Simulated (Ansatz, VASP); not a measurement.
**Si2W: VASP beside Ansatz**

```
Si W
1.0
    -1.61465    1.61465    3.93361
     1.61465   -1.61465    3.93361
     1.61465    1.61465   -3.93361
Si W
2 1
Cartesian
  0.0000 0.0000 2.6322
  0.0000 0.0000 5.2351
  0.0000 0.0000 0.0000
```

Alike in both runs: task single point; functional PBE; k mesh 18 × 18 × 18; occupations gaussian, width 0.15 eV; no spin polarisation.

|  | VASP | Ansatz |
| --- | --- | --- |
| version | VASP 6.6.1 | Ansatz 0.2.0 |
| potentials or method | VASP PAW PBE potentials, release 64 (Si, W_sv), cutoff 520 eV | scalar-relativistic, plane waves, PAW |
| valence electrons in the cell | 22 | 22 |

|  | VASP | Ansatz | Ansatz less VASP |
| --- | --- | --- | --- |
| gap on the k mesh at the Fermi level (eV) | none | none | - |
| pressure (GPa) | 0.0 | 0.0 | 0.00 |

A gap of «none» marks a metal or a gap that the smearing closes.

Neither program's run includes spin-orbit coupling.
